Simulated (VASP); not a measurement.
Wanted: the native input for a VASP 6.6.1 run.

```yaml
Task: single point
Functional: PBEsol
Potentials_or_basis: VASP PAW PBE potentials, release 64 (Mg, Au, Se)
Cutoff: 520 eV
k_mesh: 8 × 8 × 8
Occupations: fermi-dirac, width 0.03 eV
Spin: no spin polarisation
Dipole_correction: no
Further_INCAR_settings: ALGO = Normal; EDIFF = 1e-06; NBANDS = 26
```

The structure of MgAu2Se2 lies in POSCAR:

```
MgAu2Se2
1.0
   -1.8774407428      1.8774407428      7.2976911880
    1.8774407428     -1.8774407428      7.2976911880
    1.8774407428      1.8774407428     -7.2976911880
Mg Au Se
1 2 2
Direct
    0.0000000000      0.0000000000      0.0000000000
    0.7500000000      0.2500000000      0.5000000000
    0.2500000000      0.7500000000      0.5000000000
    0.5976699340      0.5976699340      0.0000000000
    0.4023300660      0.4023300660      0.0000000000
```

The input as run:

INCAR

```
SYSTEM = MgAu2Se2
  PREC = Accurate
  ENCUT = 520
  EDIFF = 1E-6
  ISMEAR = -1
  SIGMA = 0.03
  LREAL = .False.
  LASPH = .True.
  NELM = 100
  ALGO = Normal
  ISIF = 2
  LWAVE = .False.
  LCHARG = .False.
  GGA = PS
  NBANDS = 26
```

KPOINTS

```
Automatic mesh
0
Gamma
  8 8 8
  0 0 0
```

Potentials or basis: VASP PAW PBE potentials, release 64 (Mg, Au, Se).

Run with:

```bash
$ cat potpaw_PBE.64/Mg/POTCAR potpaw_PBE.64/Au/POTCAR potpaw_PBE.64/Se/POTCAR > POTCAR
$ mpirun -np 1 vasp_std > vasp.out
```

It gave:

```
Pressure               : -0.1 GPa
Band gap on the k mesh : zero (bands 18 and 19 overlap by 0.36 eV)
```

Caveat: the PAW data sets were made with another functional, which shifts forces and pressure a little; spin-orbit coupling is left out, which moves the levels of the heavy elements.

Run time: 4.7 min on 1 thread of AMD EPYC 9R45 96-Core Processor (Zen 5) (shared host), peak memory 0.54 GiB.
